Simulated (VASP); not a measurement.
Crystal: CaO.

```
Ca O
1.0
     2.90321    0.00000    0.00000
     0.00000    2.90321    0.00000
     0.00000    0.00000    2.90321
Ca O
1 1
Cartesian
  0.0000 0.0000 0.0000
  1.4516 1.4516 1.4516
```

Program: VASP 6.6.1. Alike in all runs: task single point; potentials or basis VASP PAW PBE potentials, release 64 (Ca_sv, O); no spin polarisation; cell as given; k mesh 4 × 4 × 4; cutoff (eV) 520; smearing gaussian 0.01 eV.

Task: Order these runs on this cell by their pressure, lowest first.
A. level PBE-based screened hybrid with 15 % exact exchange; share of exact exchange 0.15; screening parameter 0.5 1/Å
B. level PBE-based screened hybrid with 50 % exact exchange; share of exact exchange 0.5; screening parameter 0.2078 1/Å
C. level PBE-based screened hybrid with 35 % exact exchange; share of exact exchange 0.35; screening parameter 0.1 1/Å

Result: B (-1.8 GPa), C (-0.2 GPa), A (2.8 GPa).

Caveats: all runs use coarse meshes; the structure was generated, so it needn't be the stable form of CaO; the PAW data sets were made with another functional, which shifts forces and pressure a little.
